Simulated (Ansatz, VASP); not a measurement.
## One calculation of Pt, two programs

```xyz
1
Lattice="0.2920 2.1122 2.1122 2.1122 0.2920 2.1122 2.1122 2.1122 0.2920" Properties=species:S:1:pos:R:3 pbc="T T T"
Pt    0.0000    0.0000    0.0000
```

Change from the starting cell: equal engineering shear yz, xz and xy +0.1500, equal normal strain along x, y and z +0.0100.

Alike in both runs: task single point; functional LDA; k mesh 20 × 20 × 20; occupations gaussian, width 0.15 eV; no spin polarisation.

|  | VASP | Ansatz |
| --- | --- | --- |
| version | VASP 6.6.1 | Ansatz 0.2.0 |
| potentials or method | VASP PAW LDA potentials, release 64 (Pt), cutoff 520 eV | scalar-relativistic, plane waves, PAW |
| valence electrons in the cell | 10 | 18 |

```tsv
	VASP	Ansatz	Ansatz less VASP
gap on the k mesh at the Fermi level (eV)	none	none	-
pressure (GPa)	13.9	13.1	-0.81
traceless stress, the component that is largest in VASP (GPa)	-16.48	-16.12	+0.366
```

Ansatz warns that its potentials were made for another functional, while VASP's fit it. LDA's correlation is that of Perdew and Zunger in VASP and of Perdew and Wang (1992) in Ansatz. A gap of «none» marks a metal or a gap that the smearing closes. VASP's potentials hold 10 valence electrons a cell and Ansatz's 18, so a difference there can come from the potentials and not from the codes.

Neither program's run includes spin-orbit coupling.
